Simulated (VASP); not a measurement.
# Ti (Fm-3m) in VASP: notebook

The runs below take Ti through relaxation of cell and atoms, with r2SCAN.

Everything below comes from runs of VASP 6.6.1. Logs are shortened: lines on timing, memory, paths and dates and some standing lists are left out, and cuts for length are marked.

### 1 The cell of the first run

The structure is cubic, space group Fm-3m (No. 225). Conventional cell: a = 4.072 Å, b = 4.072 Å, c = 4.072 Å, α = 90.00°, β = 90.00°, γ = 90.00°. Ti (site symmetry m-3m) has 12 Ti at 2.88 Å within 3.8 Å.

This isn't the form of Ti at room conditions, which is hcp.

### 2 Relaxation of cell and atoms, r2SCAN, target pressure 3 GPa, at which the enthalpy is minimised

Contents of POSCAR:

```
Ti
1.0
    0.0000000000      2.0359811881      2.0359811881
    2.0359811881      0.0000000000      2.0359811881
    2.0359811881      2.0359811881      0.0000000000
Ti
1
Direct
    0.0000000000      0.0000000000      0.0000000000
```

Contents of INCAR.step1:

```
SYSTEM = Ti
PREC = Accurate
ENCUT = 600
ISMEAR = 0
SIGMA = 0.1
LREAL = .False.
LASPH = .True.
NELM = 100
GGA = PE
ALGO = Normal
EDIFF = 1E-4
LWAVE = .True.
LCHARG = .False.
```

Contents of INCAR.step2:

```
SYSTEM = Ti
PREC = Accurate
ENCUT = 600
EDIFF = 1E-6
ISMEAR = 0
SIGMA = 0.1
LREAL = .False.
LASPH = .True.
NELM = 100
ALGO = Normal
ISIF = 3
LWAVE = .False.
LCHARG = .False.
METAGGA = R2SCAN
LMIXTAU = .True.
IBRION = 2
NSW = 70
EDIFFG = -0.008
PSTRESS = 30.0
ISTART = 1
```

Contents of KPOINTS:

```
Automatic mesh
0
Gamma
  18 18 18
  0 0 0
```

Potentials or basis: VASP PAW PBE potentials, release 64 (Ti_sv).

On the command line:

```console
$ cat potpaw_PBE.64/Ti_sv/POTCAR > POTCAR
$ cp INCAR.step1 INCAR
$ mpirun -np 1 vasp_std > vasp.out
$ cp INCAR.step2 INCAR
$ mpirun -np 1 vasp_std > vasp.out
```

OUTCAR:

```text
SYSTEM = Ti
   PREC = Accurate
   ENCUT = 600
   EDIFF = 1E-6
   ISMEAR = 0
   LREAL = .False.
   LASPH = .True.
   NELM = 100
   ISIF = 3
   METAGGA = R2SCAN
   IBRION = 2
   NSW = 70
   EDIFFG = -0.008
   PSTRESS = 30.0
   ISTART = 1

 ion  position               nearest neighbor table
   1  0.000  0.000  0.000-

  LATTYP: Found a face centered cubic cell.
 ALAT       =     4.0719623762

  Lattice vectors:

 A1 = (   0.0000000000,   2.0359811881,   2.0359811881)
 A2 = (   2.0359811881,   0.0000000000,   2.0359811881)
 A3 = (   2.0359811881,   2.0359811881,   0.0000000000)

Analysis of symmetry for initial positions (statically):
=====================================================================
 Subroutine PRICEL returns:
 Original cell was already a primitive cell.

 Routine SETGRP: Setting up the symmetry group for a
 face centered cubic supercell.

 Subroutine GETGRP returns: Found 48 space group operations
 (whereof 48 operations were pure point group operations)
 out of a pool of 48 trial point group operations.

The static configuration has the point symmetry O_h .

Analysis of symmetry for dynamics (positions and initial velocities):
=====================================================================
 Subroutine PRICEL returns:
 Original cell was already a primitive cell.

 Routine SETGRP: Setting up the symmetry group for a
 face centered cubic supercell.

 Subroutine GETGRP returns: Found 48 space group operations
 (whereof 48 operations were pure point group operations)
 out of a pool of 48 trial point group operations.

The dynamic configuration has the point symmetry O_h .

 Subroutine INISYM returns: Found 48 space group operations
 (whereof 48 operations are pure point group operations),
 and found     1 'primitive' translations

----------------------------------------------------------------------------------------

                                     Primitive cell

  volume of cell :      16.8792

  direct lattice vectors                    reciprocal lattice vectors
     0.000000000  2.035981188  2.035981188    -0.245581837  0.245581837  0.245581837
     2.035981188  0.000000000  2.035981188     0.245581837 -0.245581837  0.245581837
     2.035981188  2.035981188  0.000000000     0.245581837  0.245581837 -0.245581837

  length of vectors
     2.879312209  2.879312209  2.879312209     0.425360219  0.425360219  0.425360219

  position of ions in fractional coordinates (direct lattice)
     0.000000000  0.000000000  0.000000000

  ion indices of the primitive-cell ions
   primitive index   ion index
                 1           1

----------------------------------------------------------------------------------------

 KPOINTS: Automatic mesh

Automatic generation of k-mesh.
 Grid dimensions read from file:
 generate k-points for:   18   18   18

 Generating k-lattice:

  Cartesian coordinates                     Fractional coordinates (reciprocal lattice)
    -0.013643435  0.013643435  0.013643435     0.055555556  0.000000000  0.000000000
     0.013643435 -0.013643435  0.013643435     0.000000000  0.055555556  0.000000000
     0.013643435  0.013643435 -0.013643435     0.000000000  0.000000000  0.055555556

  Length of vectors
     0.023631123  0.023631123  0.023631123

  Shift w.r.t. Gamma in fractional coordinates (k-lattice)
     0.000000000  0.000000000  0.000000000

 Subroutine IBZKPT returns following result:
 ===========================================

 Found    195 irreducible k-points:

 Following reciprocal coordinates:
            Coordinates               Weight
  0.000000  0.000000  0.000000      1.000000
  0.055556  0.000000  0.000000      8.000000
  0.111111  0.000000  0.000000      8.000000
  0.166667  0.000000  0.000000      8.000000
  0.222222  0.000000  0.000000      8.000000
  0.277778  0.000000  0.000000      8.000000
[... 16 lines left out ...]
 -0.277778  0.055556  0.000000     24.000000
 -0.222222  0.055556  0.000000     24.000000
 [... further k-points ...]
   k-points           NKPTS =    195   k-points in BZ     NKDIM =    195   number of bands    NBANDS=     10
   number of dos      NEDOS =    301   number of ions     NIONS =      1
   total plane-waves  NPLWV =  13824
   dimension x,y,z NGX =    24 NGY =   24 NGZ =   24
   dimension x,y,z NGXF=    48 NGYF=   48 NGZF=   48
   ions per type =               1
   NGX,Y,Z   is equivalent  to a cutoff of  13.86, 13.86, 13.86 a.u.
   NGXF,Y,Z  is equivalent  to a cutoff of  27.71, 27.71, 27.71 a.u.
 SYSTEM =  Ti
   PREC   = accura    normal or accurate (medium, high low for compatibility)
   ISTART =      1    job   : 0-new  1-cont  2-samecut
   ICHARG =      0    charge: 1-file 2-atom 10-const
   ISPIN  =      1    spin polarized calculation?
   LNONCOLLINEAR =      F non collinear calculations
   LSORBIT =      F    spin-orbit coupling
   LASPH  =      T    aspherical Exc in radial PAW
[... 25 lines left out ...]
  Thomas-Fermi vector in A             =   2.577486
   LORBIT       =      0    0 simple, 1 ext, 2 COOP (PROOUT), +10 PAW based schemes
   METAGGA = R2SCAN    functional components
   LHFCALC =     F    Hartree Fock is set to
   AEXX    =    0.0000 exact exchange contribution
   IVDW    =     0    specifies the selected vdW correction
   LEPSILON=     F    determine dielectric tensor
   LRPA    =     F    only Hartree local field effects (RPA)
 conjugate gradient relaxation of ions
 non-spin polarized calculation
 Gauss-broadening in eV      SIGMA  =   0.10
  energy-cutoff  :      600.00
  volume of cell :       16.88
 maximum number of plane-waves:       588
   NGX = 11   NGY = 11   NGZ = 11

--------------------------------------- Ionic step        1  -------------------------------------------

 number of electron      12.0000002 magnetization

 Free energy of the ion-electron system (eV)
  ---------------------------------------------------
  ext. energy  EPLUGINS =         0.00000000
  ---------------------------------------------------
  free energy    TOTEN  =       -12.87682215 eV

  energy without entropy =      -12.86950632  energy(sigma->0) =      -12.87316424

------------------------ aborting loop because EDIFF is reached ----------------------------------------

  FORCE on cell =-STRESS in cart. coord.  units (eV):
  Direction    XX          YY          ZZ          XY          YZ          ZX
  --------------------------------------------------------------------------------------
  -------------------------------------------------------------------------------------
  Total        0.3988118      0.3988118      0.3988118     -0.0000000     -0.0000000      0.0000000
  in kB       37.8553506     37.8553506     37.8553506     -0.0000000     -0.0000000      0.0000000
  external PRESSURE =       7.8553506 kB  Pullay stress =      30.0000000 kB
[... 90 lines left out ...]
  FREE ENERGIE OF THE ION-ELECTRON SYSTEM (eV)
  ---------------------------------------------------
  free  energy   TOTEN  =       -12.8788636025 eV

  energy  without entropy=      -12.8715404154  energy(sigma->0) =      -12.87520201

  enthalpy is  TOTEN    =       -12.5610316530 eV   P V=        0.3178319495

[... ionic steps 4 to 8 ...]

--------------------------------------- Ionic step        9  -------------------------------------------

 number of electron      12.0000003 magnetization

------------------------ aborting loop because EDIFF is reached ----------------------------------------

  FORCE on cell =-STRESS in cart. coord.  units (eV):
  Direction    XX          YY          ZZ          XY          YZ          ZX
  --------------------------------------------------------------------------------------
  -------------------------------------------------------------------------------------
  Total        0.3273984      0.3273984      0.3273984      0.0000000     -0.0000000     -0.0000000
  in kB       30.9028226     30.9028226     30.9028226      0.0000000     -0.0000000     -0.0000000
  external PRESSURE =       0.9028226 kB  Pullay stress =      30.0000000 kB
[... 59 lines left out ...]
  enthalpy is  TOTEN    =       -12.5610337782 eV   P V=        0.3180643154

--------------------------------------- Ionic step       11  -------------------------------------------

 number of electron      12.0000003 magnetization

 Free energy of the ion-electron system (eV)
  ---------------------------------------------------
  ext. energy  EPLUGINS =         0.00000000
  ---------------------------------------------------
  free energy    TOTEN  =       -12.87926150 eV

  energy without entropy =      -12.87193592  energy(sigma->0) =      -12.87559871

 E-fermi :   8.4652     XC(G=0): -12.5241

 val. band max:        8.4624215163   @ k =   0.5000   0.1111   0.0556
 cond. band min:       8.4687623416   @ k =   0.2778   0.0556   0.0000
 fundamental gap:      0.0063408253
 Fermi energy:         8.4651905679

 k-point     1 :       0.0000    0.0000    0.0000
  band No.  band energies     occupation
      1     -50.5399      2.00000
      2     -25.3176      2.00000
      3     -25.3175      2.00000
      4     -25.3175      2.00000
      5       1.9484      2.00000
      6       9.4817      0.00000
      7       9.4817      0.00000
      8       9.4817      0.00000
      9      11.3369      0.00000
     10      11.3369      0.00000
[... 287 lines left out ...]
 k-point    24 :      -0.2222    0.0556    0.0000
  band No.  band energies     occupation
      1     -50.4713      2.00000
      2     -25.6795      2.00000
      3     -25.3864      2.00000
      4     -25.3545      2.00000
      5       3.8074      2.00000
      6       8.5509      0.22571
      7       9.7472      0.00000
      8       9.8573      0.00000
      9      11.0861      0.00000
     10      11.5993      0.00000

 [... further k-points ...]

------------------------ aborting loop because EDIFF is reached ----------------------------------------

  FORCE on cell =-STRESS in cart. coord.  units (eV):
  Direction    XX          YY          ZZ          XY          YZ          ZX
  --------------------------------------------------------------------------------------
  -------------------------------------------------------------------------------------
  Total        0.3226364      0.3226364      0.3226364     -0.0000000     -0.0000000      0.0000000
  in kB       30.4155815     30.4155815     30.4155815     -0.0000000     -0.0000000      0.0000000
  external PRESSURE =       0.4155815 kB  Pullay stress =      30.0000000 kB
[... 16 lines left out ...]
  FREE ENERGIE OF THE ION-ELECTRON SYSTEM (eV)
  ---------------------------------------------------
  free  energy   TOTEN  =       -12.8792614968 eV

  energy  without entropy=      -12.8719359185  energy(sigma->0) =      -12.87559871

  enthalpy is  TOTEN    =       -12.5610334462 eV   P V=        0.3182280506

 reached required accuracy - stopping structural energy minimisation
```

Run time: 5.3 min. Hardware: 1 thread of Intel Xeon 6975P-C (Granite Rapids), shared host; peak memory 0.21 GiB.

Results:

```
Free energy                                                : -12.8793 eV
Relaxed volume                                             : 17.00 Å³/atom
Relaxed cell                                               : a = 2.886 Å, b = 2.886 Å, c = 2.886 Å, α = 60.00°, β = 60.00°, γ = 60.00°
Space group after relaxing (to 0.1 Å)                      : Fm-3m (No. 225)
Energy change on relaxing (the run minimises the enthalpy) : -2.4 meV/atom
Ionic steps                                                : 11
Pressure after relaxing                                    : 3.0 GPa
Band gap on the k mesh                                     : zero (bands 6 and 7 overlap by 1.46 eV)
```

The path:
| step | energy change (eV) | largest force (eV/Å) | pressure (GPa) | volume (Å³) |
| --- | --- | --- | --- | --- |
| 1 | 0.0000 | 0.0000 | 3.79 | 16.88 |
| 2 | -0.0039 | 0.0000 | 2.69 | 17.08 |
| 3 | -0.0020 | 0.0000 | 3.10 | 16.97 |
| 4 | -0.0025 | 0.0000 | 3.17 | 17.00 |
| 5 | -0.0032 | 0.0000 | 2.66 | 17.04 |
| 6 | -0.0028 | 0.0000 | 2.79 | 17.01 |
| 7 | -0.0026 | 0.0000 | 2.87 | 17.01 |
| 8 | -0.0026 | 0.0000 | 2.88 | 17.00 |
| 9 | -0.0020 | 0.0000 | 3.09 | 16.97 |
| 10 | -0.0023 | 0.0000 | 3.14 | 16.99 |
| 11 | -0.0024 | 0.0000 | 3.04 | 17.00 |

Final structure:
```yaml
crystal:
  lattice:
    - [0.00000, 2.04064, 2.04064]
    - [2.04064, 0.00000, 2.04064]
    - [2.04064, 2.04064, 0.00000]
  atoms:
    - { symbol: Ti, position: [0.00000, 0.00000, 0.00000] }
```

Caveat: the cell is relaxed towards a set pressure, so the run minimises the enthalpy, not the energy; the PAW data sets were made with another functional, which shifts forces and pressure a little. Zero-point motion and thermal expansion aren't in these numbers.

### 3 Relaxation of cell and atoms, r2SCAN, target pressure 60 GPa, at which the enthalpy is minimised

This run uses another cell than the first one, of 13.15 Å³/atom.

Contents of POSCAR:

```
Ti
1.0
    0.0000000000      1.8732696739      1.8732696739
    1.8732696739      0.0000000000      1.8732696739
    1.8732696739      1.8732696739      0.0000000000
Ti
1
Direct
    0.0000000000      0.0000000000      0.0000000000
```

Contents of INCAR.step1:

```
PREC = Accurate
ENCUT = 600
ISMEAR = 0
SIGMA = 0.1
LREAL = F
LASPH = T
NELM = 80
GGA = PE
ALGO = Normal
EDIFF = 1E-4
LWAVE = T
LCHARG = F
```

Contents of INCAR.step2:

```
PREC = Accurate
ENCUT = 600
EDIFF = 1E-6
ISMEAR = 0
SIGMA = 0.1
LREAL = F
LASPH = T
NELM = 80
ALGO = Normal
ISIF = 3
LWAVE = F
LCHARG = F
METAGGA = R2SCAN
LMIXTAU = T
IBRION = 2
NSW = 70
EDIFFG = -0.008
PSTRESS = 600.0
ISTART = 1
```

Contents of KPOINTS:

```
Automatic mesh
0
Gamma
  20 20 20
```

Potentials or basis: VASP PAW PBE potentials, release 64 (Ti_sv).

On the command line:

```console
$ cat potpaw_PBE.64/Ti_sv/POTCAR > POTCAR
$ cp INCAR.step1 INCAR
$ mpirun -np 1 vasp_std > vasp.out
$ cp INCAR.step2 INCAR
$ mpirun -np 1 vasp_std > vasp.out
```

Run time: 3.9 min. Hardware: 1 thread of Intel Xeon 6975P-C (Granite Rapids), shared host; peak memory 0.19 GiB.

Results (log left out):

- Free energy: -12.1560 eV
- Relaxed volume: 12.59 Å³/atom
- Relaxed cell: a = 2.611 Å, b = 2.611 Å, c = 2.611 Å, α = 60.00°, β = 60.00°, γ = 60.00°
- Space group after relaxing (to 0.1 Å): Fm-3m (No. 225)
- Energy change on relaxing (the run minimises the enthalpy): +189.5 meV/atom
- Ionic steps: 4
- Pressure after relaxing: 59.9 GPa
- Band gap on the k mesh: zero (bands 6 and 7 overlap by 1.65 eV)

The path:
| step | energy change (eV) | largest force (eV/Å) | pressure (GPa) | volume (Å³) |
| --- | --- | --- | --- | --- |
| 1 | 0.0000 | 0.0000 | 48.76 | 13.15 |
| 2 | 0.7022 | 0.0000 | 88.37 | 11.47 |
| 3 | 0.1830 | 0.0000 | 59.61 | 12.60 |
| 4 | 0.1895 | 0.0000 | 59.94 | 12.59 |

Final structure:
```yaml
crystal:
  lattice:
    - [0.00000, 1.84631, 1.84631]
    - [1.84631, 0.00000, 1.84631]
    - [1.84631, 1.84631, 0.00000]
  atoms:
    - { symbol: Ti, position: [0.00000, 0.00000, 0.00000] }
```

Levels at points of the mesh, in eV from the Fermi level:
| k point | band 3 | band 4 | band 5 | band 6 | band 7 | band 8 | band 9 | band 10 |
| --- | --- | --- | --- | --- | --- | --- | --- | --- |
| (0.00, 0.00, 0.00) | -32.80 | -32.80 | -6.90 | 1.12 | 1.12 | 1.12 | 3.80 | 3.80 |
| (0.50, 0.00, 0.00) | -33.02 | -33.02 | -3.56 | 0.92 | 0.92 | 1.81 | 5.45 | 5.45 |
| (0.50, 0.50, 0.00) | -33.42 | -33.42 | -4.14 | -2.99 | 5.02 | 5.49 | 5.87 | 5.87 |

Caveat: the cell is relaxed towards a set pressure, so the run minimises the enthalpy, not the energy; the PAW data sets were made with another functional, which shifts forces and pressure a little.

### 4 Relaxation of cell and atoms, r2SCAN, target pressure -3 GPa, at which the enthalpy is minimised

This run uses another cell than the first one, of 17.86 Å³/atom.

Contents of POSCAR:

```
Ti
1.0
    0.0000000000      2.0747605188      2.0747605188
    2.0747605188      0.0000000000      2.0747605188
    2.0747605188      2.0747605188      0.0000000000
Ti
1
Direct
    0.0000000000      0.0000000000      0.0000000000
```

Contents of INCAR.step1:

```
SYSTEM = Ti
ALGO = Normal
EDIFF = 1E-4
ENCUT = 600
GGA = PE
ISMEAR = 0
LASPH = .TRUE.
LCHARG = .FALSE.
LREAL = .FALSE.
LWAVE = .TRUE.
NELM = 80
PREC = Accurate
SIGMA = 0.1
```

Contents of INCAR.step2:

```
SYSTEM = Ti
ALGO = Normal
EDIFF = 1E-6
EDIFFG = -0.008
ENCUT = 600
IBRION = 2
ISIF = 3
ISMEAR = 0
ISTART = 1
LASPH = .TRUE.
LCHARG = .FALSE.
LMIXTAU = .TRUE.
LREAL = .FALSE.
LWAVE = .FALSE.
METAGGA = R2SCAN
NELM = 80
NSW = 70
PREC = Accurate
PSTRESS = -30.0
SIGMA = 0.1
```

Contents of KPOINTS:

```
k-points
0
G
  18 18 18
  0 0 0
```

On the command line:

```console
$ cat potpaw_PBE.64/Ti_sv/POTCAR > POTCAR
$ cp INCAR.step1 INCAR
$ mpirun -np 1 vasp_std > vasp.out
$ cp INCAR.step2 INCAR
$ mpirun -np 1 vasp_std > vasp.out
```

It took 2 min on 1 thread of Intel Xeon 6975P-C (Granite Rapids), shared host; peak memory 0.18 GiB.

The run converged. Its results:

- Free energy: -12.8789 eV
- Relaxed volume: 17.93 Å³/atom
- Relaxed cell: a = 2.938 Å, b = 2.938 Å, c = 2.938 Å, α = 60.00°, β = 60.00°, γ = 60.00°
- Space group after relaxing (to 0.1 Å): Fm-3m (No. 225)
- Energy change on relaxing (the run minimises the enthalpy): +1.1 meV/atom
- Ionic steps: 3
- Pressure after relaxing: -3.0 GPa
- Band gap on the k mesh: zero (bands 6 and 7 overlap by 1.38 eV)

The path:
```
step  energy change (eV)  largest force (eV/Å)  pressure (GPa)  volume (Å³)
   1              0.0000                0.0000           -2.60        17.86
   2              0.0021                0.0000           -3.08        17.98
   3              0.0011                0.0000           -3.00        17.93
```

Final structure:
```cif
data_structure
_symmetry_space_group_name_H-M 'P 1'
_symmetry_Int_Tables_number 1
_cell_length_a 2.9376
_cell_length_b 2.9376
_cell_length_c 2.9376
_cell_angle_alpha 60.000
_cell_angle_beta 60.000
_cell_angle_gamma 60.000
_cell_volume 17.93
loop_
_atom_site_label
_atom_site_type_symbol
_atom_site_fract_x
_atom_site_fract_y
_atom_site_fract_z
_atom_site_occupancy
Ti1 Ti 0.00000 0.00000 0.00000 1
```

Levels at points of the mesh, in eV from the Fermi level:
| k point | band 3 | band 4 | band 5 | band 6 | band 7 | band 8 | band 9 | band 10 |
| --- | --- | --- | --- | --- | --- | --- | --- | --- |
| (0.00, 0.00, 0.00) | -33.95 | -33.95 | -6.39 | 0.98 | 0.98 | 0.98 | 2.71 | 2.71 |
| (0.50, 0.00, 0.00) | -34.03 | -34.03 | -2.63 | 0.38 | 0.92 | 0.92 | 3.69 | 3.69 |
| (0.50, 0.50, 0.00) | -34.17 | -34.17 | -2.53 | -1.68 | 2.67 | 3.75 | 3.91 | 3.91 |

Caveat: the cell is relaxed towards a set pressure, so the run minimises the enthalpy, not the energy; the PAW data sets were made with another functional, which shifts forces and pressure a little. Zero-point motion and thermal expansion aren't in these numbers.

### 5 The runs side by side

| cell | k mesh | gap on the mesh (eV) | pressure (GPa) |
| --- | --- | --- | --- |
| relaxed to 3 GPa from a = 2.879 Å, angles 60.0°, 1 atom | 18 × 18 × 18 | none | 3.0 |
| relaxed to 60 GPa from a = 2.649 Å, angles 60.0°, 1 atom | 20 × 20 × 20 | none | 59.9 |
| relaxed to -3 GPa from a = 2.934 Å, angles 60.0°, 1 atom | 18 × 18 × 18 | none | -3.0 |

Alike in all rows: task relaxation of cell and atoms; level r2SCAN; potentials or basis VASP PAW PBE potentials, release 64 (Ti_sv); no spin polarisation; cutoff (eV) 600; smearing gaussian 0.1 eV.

Caveats: the cell is relaxed towards a set pressure, so the run minimises the enthalpy, not the energy; the PAW data sets were made with another functional, which shifts forces and pressure a little.

Total energies depend on the potentials used, so only differences within one code and one set of settings carry meaning.

The gap in the log of VASP goes by the Fermi energy; the results here count the filled bands.